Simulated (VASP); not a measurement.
# Y (Fm-3m) in VASP: notebook

Y is run at these levels: PBE; tasks: single point.

Program: VASP 6.6.1. These are calculated values, not measurements. Logs are shortened: lines on timing, memory, paths and dates and some standing lists are left out, and cuts for length are marked.

## 1. The cell of the first run

Symmetry: Fm-3m, No. 225, cubic system. The conventional cell has a = 4.226 Å, b = 4.226 Å, c = 4.226 Å, α = 90.00°, β = 90.00°, γ = 90.00°. Within 3.9 Å of Y (site symmetry m-3m) lie 12 Y at 2.99 Å.

This isn't the form of Y at room conditions, which is hcp.

## 2. Single point, PBE (18.86 Å³/atom)

Contents of POSCAR:

```
Y
1.0
    0.0000000000      2.1128567215      2.1128567215
    2.1128567215      0.0000000000      2.1128567215
    2.1128567215      2.1128567215      0.0000000000
Y
1
Direct
    0.0000000000      0.0000000000      0.0000000000
```

Contents of INCAR.step1:

```
PREC = Accurate
ENCUT = 520
EDIFF = 1E-7
ISMEAR = -1
SIGMA = 0.08
LREAL = F
LASPH = T
NELM = 80
ALGO = Normal
ISIF = 2
LWAVE = F
LCHARG = T
LMAXMIX = 4
GGA = PE
NBANDS = 12
```

Contents of KPOINTS.step1:

```
Automatic mesh
0
Gamma
  14 14 14
```

Contents of INCAR.step2:

```
PREC = Accurate
ENCUT = 520
EDIFF = 1E-7
ISMEAR = -5
SIGMA = 0.08
LREAL = F
LASPH = T
NELM = 80
ALGO = Normal
ISIF = 2
LWAVE = F
LCHARG = F
LMAXMIX = 4
GGA = PE
LORBIT = 11
NEDOS = 1001
ICHARG = 11
```

Contents of KPOINTS.step2:

```
Automatic mesh
0
Gamma
  21 21 21
```

Potentials or basis: VASP PAW PBE potentials, release 64 (Y_sv).

Command:

```
$ cat potpaw_PBE.64/Y_sv/POTCAR > POTCAR
$ cp INCAR.step1 INCAR
$ cp KPOINTS.step1 KPOINTS
$ mpirun -np 1 vasp_std > vasp.out
$ cp INCAR.step2 INCAR
$ cp KPOINTS.step2 KPOINTS
$ mpirun -np 1 vasp_std > vasp.out
```

OUTCAR:

```text
PREC = Accurate
   ENCUT = 520
   EDIFF = 1E-7
   ISMEAR = -5
   LREAL = F
   LASPH = T
   NELM = 80
   ISIF = 2
   GGA = PE
   LORBIT = 11
   ICHARG = 11

 ion  position               nearest neighbor table
   1  0.000  0.000  0.000-

  LATTYP: Found a face centered cubic cell.
 ALAT       =     4.2257134430

  Lattice vectors:

 A1 = (   0.0000000000,   2.1128567215,   2.1128567215)
 A2 = (   2.1128567215,   0.0000000000,   2.1128567215)
 A3 = (   2.1128567215,   2.1128567215,   0.0000000000)

Analysis of symmetry for initial positions (statically):
=====================================================================
 Subroutine PRICEL returns:
 Original cell was already a primitive cell.

 Routine SETGRP: Setting up the symmetry group for a
 face centered cubic supercell.

 Subroutine GETGRP returns: Found 48 space group operations
 (whereof 48 operations were pure point group operations)
 out of a pool of 48 trial point group operations.

The static configuration has the point symmetry O_h .

Analysis of symmetry for dynamics (positions and initial velocities):
=====================================================================
 Subroutine PRICEL returns:
 Original cell was already a primitive cell.

 Routine SETGRP: Setting up the symmetry group for a
 face centered cubic supercell.

 Subroutine GETGRP returns: Found 48 space group operations
 (whereof 48 operations were pure point group operations)
 out of a pool of 48 trial point group operations.

The dynamic configuration has the point symmetry O_h .

 Subroutine INISYM returns: Found 48 space group operations
 (whereof 48 operations are pure point group operations),
 and found     1 'primitive' translations

----------------------------------------------------------------------------------------

                                     Primitive cell

  volume of cell :      18.8643

  direct lattice vectors                    reciprocal lattice vectors
     0.000000000  2.112856722  2.112856722    -0.236646430  0.236646430  0.236646430
     2.112856722  0.000000000  2.112856722     0.236646430 -0.236646430  0.236646430
     2.112856722  2.112856722  0.000000000     0.236646430  0.236646430 -0.236646430

  length of vectors
     2.988030631  2.988030631  2.988030631     0.409883640  0.409883640  0.409883640

  position of ions in fractional coordinates (direct lattice)
     0.000000000  0.000000000  0.000000000

  ion indices of the primitive-cell ions
   primitive index   ion index
                 1           1

----------------------------------------------------------------------------------------

 KPOINTS: Automatic mesh

Automatic generation of k-mesh.
 Grid dimensions read from file:
 generate k-points for:   21   21   21

 Generating k-lattice:

  Cartesian coordinates                     Fractional coordinates (reciprocal lattice)
    -0.011268878  0.011268878  0.011268878     0.047619048  0.000000000  0.000000000
     0.011268878 -0.011268878  0.011268878     0.000000000  0.047619048  0.000000000
     0.011268878  0.011268878 -0.011268878     0.000000000  0.000000000  0.047619048

  Length of vectors
     0.019518269  0.019518269  0.019518269

  Shift w.r.t. Gamma in fractional coordinates (k-lattice)
     0.000000000  0.000000000  0.000000000

 TETIRR: Found   1276 inequivalent tetrahedra from    55566

 Subroutine IBZKPT returns following result:
 ===========================================

 Found    286 irreducible k-points:

 Following reciprocal coordinates:
            Coordinates               Weight
  0.000000  0.000000  0.000000      1.000000
  0.047619  0.000000  0.000000      8.000000
  0.095238  0.000000  0.000000      8.000000
  0.142857  0.000000  0.000000      8.000000
  0.190476  0.000000  0.000000      8.000000
  0.238095  0.000000  0.000000      8.000000
[... 16 lines left out ...]
 -0.428571  0.047619  0.000000     24.000000
 -0.380952  0.047619  0.000000     24.000000
 [... further k-points ...]
   k-points           NKPTS =    286   k-points in BZ     NKDIM =    286   number of bands    NBANDS=      9
   number of dos      NEDOS =   1001   number of ions     NIONS =      1
   total plane-waves  NPLWV =  13824
   dimension x,y,z NGX =    24 NGY =   24 NGZ =   24
   dimension x,y,z NGXF=    48 NGYF=   48 NGZF=   48
   ions per type =               1
   NGX,Y,Z   is equivalent  to a cutoff of  13.35, 13.35, 13.35 a.u.
   NGXF,Y,Z  is equivalent  to a cutoff of  26.71, 26.71, 26.71 a.u.
 SYSTEM =  unknown system
   PREC   = accura    normal or accurate (medium, high low for compatibility)
   ISTART =      0    job   : 0-new  1-cont  2-samecut
   ICHARG =     11    charge: 1-file 2-atom 10-const
   ISPIN  =      1    spin polarized calculation?
   LNONCOLLINEAR =      F non collinear calculations
   LSORBIT =      F    spin-orbit coupling
   LASPH  =      T    aspherical Exc in radial PAW
   ENCUT  =  520.0 eV  38.22 Ry    6.18 a.u.   5.56  5.56  5.56*2*pi/ulx,y,z
   NELM   =     80;   NELMIN=  2; NELMDL=  0     # of ELM steps
   EDIFF  = 0.1E-06   stopping-criterion for ELM
   LREAL  =      F    real-space projection
   EDIFFG = 0.1E-05   stopping-criterion for IOM
   NSW    =      0    number of steps for IOM
   IBRION =     -1    ionic relax: 0-MD 1-quasi-New 2-CG
   NFREE  =      0    steps in history (QN), initial steepest desc. (CG)
   ISIF   =      2    stress and relaxation
   ISYM   =      2    0-nonsym 1-usesym 2-fastsym
   POTIM  = 0.5000    time-step for ionic-motion
   TEBEG  =    0.0;   TEEND  =   0.0 temperature during run
   PSTRESS=    0.0 pullay stress
   NELECT =      11.0000    total number of electrons
   NUPDOWN=      -1.0000    fix difference up-down
   EMIN   =  10.00;   EMAX   =-10.00  energy-range for DOS
   EFERMI =   0.00;   METHOD = LEGACY
   ISMEAR =    -5;   SIGMA  =   0.08  broadening in eV -4-tet -1-fermi 0-gaus
   EFERMI_NEDOS =   21; number of points for ismear=-14 and -15
   IALGO  =     38    algorithm
   IMIX   =      4    mixing-type and parameters
     AMIX     =   0.40;   BMIX     =  1.00
     AMIX_MAG =   1.60;   BMIX_MAG =  1.00
  volume/ion in A,a.u.               =      18.86       127.30
  Fermi-wavevector in a.u.,A,eV,Ry     =   1.367705  2.584587 25.451279  1.870616
  Thomas-Fermi vector in A             =   2.493734
   LORBIT       =     11    0 simple, 1 ext, 2 COOP (PROOUT), +10 PAW based schemes
   GGA     = PE    functional components
   LHFCALC =     F    Hartree Fock is set to
   AEXX    =    0.0000 exact exchange contribution
   IVDW    =     0    specifies the selected vdW correction
   LEPSILON=     F    determine dielectric tensor
   LRPA    =     F    only Hartree local field effects (RPA)
 non-spin polarized calculation
 Fermi weights with tetrahedron method with Bloechl corrections
  energy-cutoff  :      520.00
  volume of cell :       18.86
 maximum number of plane-waves:       532

 number of electron      11.0000001 magnetization

 Free energy of the ion-electron system (eV)
  ---------------------------------------------------
  ext. energy  EPLUGINS =         0.00000000
  ---------------------------------------------------
  free energy    TOTEN  =        -5.00134169 eV

  energy without entropy =       -5.00134169  energy(sigma->0) =       -5.00134169

 E-fermi :   6.2531     XC(G=0): -11.8375

 val. band max:        6.2621067238   @ k =  -0.2381   0.3333   0.1429
 cond. band min:       6.2196431159   @ k =  -0.3333   0.2381   0.0476
 fundamental gap:     -0.0424636079
 Fermi energy:         6.2530791771

 k-point     1 :       0.0000    0.0000    0.0000
  band No.  band energies     occupation
      1     -35.7761      2.00000
      2     -14.3075      2.00000
      3     -14.3075      2.00000
      4     -14.3075      2.00000
      5       1.4273      2.00000
      6       8.4673      0.00000
      7       8.4673      0.00000
      8       8.4673      0.00000
      9      12.2205      0.00000

 k-point     2 :       0.0476    0.0000    0.0000
  band No.  band energies     occupation
      1     -35.7644      2.00000
      2     -14.3819      2.00000
      3     -14.3154      2.00000
      4     -14.3154      2.00000
      5       1.5418      2.00000
      6       8.3474      0.00000
      7       8.5181      0.00000
      8       8.5181      0.00000
      9      12.1400      0.00000

 k-point     3 :       0.0952    0.0000    0.0000
  band No.  band energies     occupation
      1     -35.7300      2.00000
      2     -14.5940      2.00000
      3     -14.3382      2.00000
      4     -14.3382      2.00000
      5       1.8668      2.00000
      6       8.0451      0.00000
      7       8.6561      0.00000
      8       8.6561      0.00000
      9      11.9414      0.00000

 k-point     4 :       0.1429    0.0000    0.0000
  band No.  band energies     occupation
      1     -35.6755      2.00000
      2     -14.9145      2.00000
      3     -14.3736      2.00000
      4     -14.3736      2.00000
      5       2.3476      2.00000
      6       7.6883      0.00000
      7       8.8307      0.00000
      8       8.8307      0.00000
      9      11.7386      0.00000

 k-point     5 :       0.1905    0.0000    0.0000
  band No.  band energies     occupation
      1     -35.6053      2.00000
      2     -15.3041      2.00000
      3     -14.4182      2.00000
      4     -14.4182      2.00000
      5       2.8889      2.00000
      6       7.4194      0.00000
      7       8.9472      0.00000
      8       8.9472      0.00000
      9      11.6875      0.00000

 k-point     6 :       0.2381    0.0000    0.0000
  band No.  band energies     occupation
      1     -35.5248      2.00000
      2     -15.7219      2.00000
      3     -14.4678      2.00000
      4     -14.4678      2.00000
      5       3.3551      2.00000
      6       7.3818      0.00000
      7       8.9156      0.00000
      8       8.9156      0.00000
      9      11.9174      0.00000
[... 169 lines left out ...]
 k-point    21 :       0.4762    0.0476    0.0000
  band No.  band energies     occupation
      1     -35.2177      2.00000
      2     -17.0685      2.00000
      3     -14.6801      2.00000
      4     -14.6622      2.00000
      5       3.6327      2.00000
      6       7.8829      0.00000
      7       8.2137      0.00000
      8       9.7270      0.00000
      9      14.9083      0.00000

 k-point    22 :      -0.4762    0.0476    0.0000
  band No.  band energies     occupation
      1     -35.2090      2.00000
      2     -17.1041      2.00000
      3     -14.6973      2.00000
      4     -14.6550      2.00000
      5       3.6183      2.00000
      6       7.8737      0.00000
      7       8.1681      0.00000
      8       9.8528      0.00000
      9      15.0100      0.00000

 k-point    23 :      -0.4286    0.0476    0.0000
  band No.  band energies     occupation
      1     -35.2265      2.00000
      2     -17.0325      2.00000
      3     -14.6992      2.00000
      4     -14.6336      2.00000
      5       3.6503      2.00000
      6       7.9480      0.00000
      7       8.2029      0.00000
      8       9.6136      0.00000
      9      14.4799      0.00000

 k-point    24 :      -0.3810    0.0476    0.0000
  band No.  band energies     occupation
      1     -35.2685      2.00000
      2     -16.8583      2.00000
      3     -14.6856      2.00000
      4     -14.5997      2.00000
      5       3.7164      2.00000
      6       8.0965      0.00000
      7       8.3167      0.00000
      8       9.0801      0.00000
      9      13.7227      0.00000

 [... further k-points ...]
[... 5 lines left out ...]
  --------------------------------------------------------------------------------------
  -------------------------------------------------------------------------------------
  Total        5.6244446      5.6244446      5.6244446      0.0000000      0.0000000      0.0000000
  in kB      477.6943344    477.6943344    477.6943344      0.0000000      0.0000000      0.0000000
  external PRESSURE =     477.6943344 kB  Pullay stress =       0.0000000 kB

 VOLUME and BASIS-vectors are now :
 -----------------------------------------------------------------------------
  energy-cutoff  :      520.00
  volume of cell :       18.86
      direct lattice vectors                 reciprocal lattice vectors
     0.000000000  2.112856722  2.112856722    -0.236646430  0.236646430  0.236646430
     2.112856722  0.000000000  2.112856722     0.236646430 -0.236646430  0.236646430
     2.112856722  2.112856722  0.000000000     0.236646430  0.236646430 -0.236646430

 POSITION                                       TOTAL-FORCE (eV/Angst)
 -----------------------------------------------------------------------------------
      0.00000      0.00000      0.00000        -0.000000     -0.000000      0.000000
 -----------------------------------------------------------------------------------
    total drift:                                0.000000      0.000000      0.000000

  FREE ENERGIE OF THE ION-ELECTRON SYSTEM (eV)
  ---------------------------------------------------
  free  energy   TOTEN  =        -5.0013416935 eV

  energy  without entropy=       -5.0013416935  energy(sigma->0) =       -5.00134169

 total charge

# of ion       s       p       d       f       tot
--------------------------------------------------
    1        2.386   6.341   1.746   0.047  10.520
```

Wall time 82 s (1 thread of Intel Xeon 8259CL, shared host); peak memory 0.2 GiB.

What came out:

```
Valence electrons inside the program's atomic spheres : Y 10.52
```

Levels at points of the mesh, in eV from the Fermi level:
```
           k point  band 2  band 3  band 4  band 5  band 6  band 7  band 8  band 9
(0.00, 0.00, 0.00)  -20.56  -20.56  -20.56   -4.83    2.21    2.21    2.21    5.97
```

Caveat: tetrahedron occupations give inexact forces and stress in metals.

## 3. Single point, PBE (18.86 Å³/atom)

POSCAR is that of step 2.

Contents of INCAR.step1:

```
SYSTEM = Y
PREC = Accurate
ENCUT = 520
EDIFF = 1E-6
ISMEAR = -1
SIGMA = 0.08
LREAL = .FALSE.
LASPH = .TRUE.
NELM = 100
ALGO = Normal
ISIF = 2
LWAVE = .FALSE.
LCHARG = .TRUE.
LMAXMIX = 4
GGA = PE
NBANDS = 12
```

Contents of KPOINTS.step1:

```
regular mesh
0
G
  14 14 14
  0 0 0
```

Contents of INCAR.step2:

```
SYSTEM = Y
PREC = Accurate
ENCUT = 520
EDIFF = 1E-6
ISMEAR = -5
SIGMA = 0.08
LREAL = .FALSE.
LASPH = .TRUE.
NELM = 100
ALGO = Normal
ISIF = 2
LWAVE = .FALSE.
LCHARG = .FALSE.
LMAXMIX = 4
GGA = PE
LORBIT = 11
NBANDS = 12
NEDOS = 1001
ICHARG = 11
```

Contents of KPOINTS.step2:

```
regular mesh
0
G
  21 21 21
  0 0 0
```

Potentials or basis: VASP PAW PBE potentials, release 64 (Y_sv).

Command:

```
$ cat potpaw_PBE.64/Y_sv/POTCAR > POTCAR
$ cp INCAR.step1 INCAR
$ cp KPOINTS.step1 KPOINTS
$ mpirun -np 1 vasp_std > vasp.out
$ cp INCAR.step2 INCAR
$ cp KPOINTS.step2 KPOINTS
$ mpirun -np 1 vasp_std > vasp.out
```

OUTCAR:

```text
SYSTEM = Y
   PREC = Accurate
   ENCUT = 520
   EDIFF = 1E-6
   ISMEAR = -5
   LREAL = .FALSE.
   LASPH = .TRUE.
   NELM = 100
   ISIF = 2
   GGA = PE
   LORBIT = 11
   ICHARG = 11

 ion  position               nearest neighbor table
   1  0.000  0.000  0.000-

  LATTYP: Found a face centered cubic cell.
 ALAT       =     4.2257134430

  Lattice vectors:

 A1 = (   0.0000000000,   2.1128567215,   2.1128567215)
 A2 = (   2.1128567215,   0.0000000000,   2.1128567215)
 A3 = (   2.1128567215,   2.1128567215,   0.0000000000)

Analysis of symmetry for initial positions (statically):
=====================================================================
 Subroutine PRICEL returns:
 Original cell was already a primitive cell.

 Routine SETGRP: Setting up the symmetry group for a
 face centered cubic supercell.

 Subroutine GETGRP returns: Found 48 space group operations
 (whereof 48 operations were pure point group operations)
 out of a pool of 48 trial point group operations.

The static configuration has the point symmetry O_h .

Analysis of symmetry for dynamics (positions and initial velocities):
=====================================================================
[... 169 lines left out ...]
      4     -14.3075      2.00000
      5       1.4272      2.00000
      6       8.4673      0.00000
      7       8.4673      0.00000
      8       8.4673      0.00000
      9      12.2205      0.00000
     10      12.2205      0.00000
     11      16.7257      0.00000
     12      21.9475      0.00000
[... 331 lines left out ...]
 k-point    24 :      -0.3810    0.0476    0.0000
  band No.  band energies     occupation
      1     -35.2685      2.00000
      2     -16.8583      2.00000
      3     -14.6856      2.00000
      4     -14.5997      2.00000
      5       3.7163      2.00000
      6       8.0965      0.00000
      7       8.3167      0.00000
      8       9.0801      0.00000
      9      13.7227      0.00000
     10      14.6847      0.00000
     11      16.8538      0.00000
     12      22.4523      0.00000

 [... further k-points ...]
[... 5 lines left out ...]
  --------------------------------------------------------------------------------------
  -------------------------------------------------------------------------------------
  Total        5.6243754      5.6243754      5.6243754     -0.0000000     -0.0000000      0.0000000
  in kB      477.6884586    477.6884586    477.6884586     -0.0000000     -0.0000000      0.0000000
  external PRESSURE =     477.6884586 kB  Pullay stress =       0.0000000 kB

 VOLUME and BASIS-vectors are now :
 -----------------------------------------------------------------------------
  energy-cutoff  :      520.00
  volume of cell :       18.86
      direct lattice vectors                 reciprocal lattice vectors
     0.000000000  2.112856722  2.112856722    -0.236646430  0.236646430  0.236646430
     2.112856722  0.000000000  2.112856722     0.236646430 -0.236646430  0.236646430
     2.112856722  2.112856722  0.000000000     0.236646430  0.236646430 -0.236646430

 POSITION                                       TOTAL-FORCE (eV/Angst)
 -----------------------------------------------------------------------------------
      0.00000      0.00000      0.00000         0.000000      0.000000      0.000000
 -----------------------------------------------------------------------------------
    total drift:                               -0.000000     -0.000000     -0.000000

  FREE ENERGIE OF THE ION-ELECTRON SYSTEM (eV)
  ---------------------------------------------------
  free  energy   TOTEN  =        -5.0013415606 eV

  energy  without entropy=       -5.0013415606  energy(sigma->0) =       -5.00134156

 total charge

# of ion       s       p       d       f       tot
--------------------------------------------------
    1        2.386   6.341   1.746   0.047  10.520
```

Run time: 84 s. Hardware: 1 thread of Intel Xeon 8259CL, shared host; peak memory 0.21 GiB.

What came out:

| Property | Result |
| --- | --- |
| Valence electrons inside the program's atomic spheres | Y 10.52 |

Caveat: tetrahedron occupations give inexact forces and stress in metals.

(Part 1 of 2 ends here.)
